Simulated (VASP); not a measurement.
Wanted: the native input for a VASP 6.6.1 run.

```yaml
Task: single point
Functional: PBE
Dispersion: D3(BJ)
Potentials_or_basis: VASP PAW PBE potentials, release 64 (Ru_pv)
Cutoff: 520 eV
k_mesh: 18 × 18 × 10
Occupations: gaussian, width 0.1 eV
Spin: no spin polarisation
Dipole_correction: no
Further_INCAR_settings: ALGO = Fast; EDIFF = 1e-06; NBANDS = 21
```

The structure of Ru lies in POSCAR:

```
Ru
1.0
    2.6975289512      0.0000000000      0.0000000000
   -1.3487644756      2.3361285992      0.0000000000
    0.0000000000      0.0000000000      4.2657007470
Ru
2
Direct
    0.3333333333      0.6666666667      0.2500000000
    0.6666666667      0.3333333333      0.7500000000
```

One way to write it, as run:

INCAR

```
PREC     = Accurate       # precision mode
ENCUT    = 520            # plane-wave cutoff, eV
EDIFF    = 1E-6           # SCF threshold, eV
ISMEAR   = 0              # smearing method
SIGMA    = 0.1            # smearing width, eV
LREAL    = False          # projectors in reciprocal space
LASPH    = True           # aspherical terms in the spheres
NELM     = 80             # most SCF steps
ALGO     = Fast           # electronic algorithm
ISIF     = 2              # what is computed and relaxed
LWAVE    = False          # write WAVECAR
LCHARG   = False          # write CHGCAR
GGA      = PE             # functional
IVDW     = 12             # dispersion correction
NBANDS   = 21             # bands
```

KPOINTS

```
regular mesh
0
Gamma
  18 18 10
```

Potentials or basis: VASP PAW PBE potentials, release 64 (Ru_pv).

Run with:

```sh
$ cat potpaw_PBE.64/Ru_pv/POTCAR > POTCAR
$ mpirun -np 1 vasp_std > vasp.out
```

Results of the run:

- Pressure: -0.1 GPa
- Band gap on the k mesh: zero (bands 14 and 15 overlap by 3.18 eV)
- Dispersion energy per atom: -0.631 eV

Run time: 110 s on 1 thread of Intel Xeon 8259CL (shared host), peak memory 0.22 GiB.
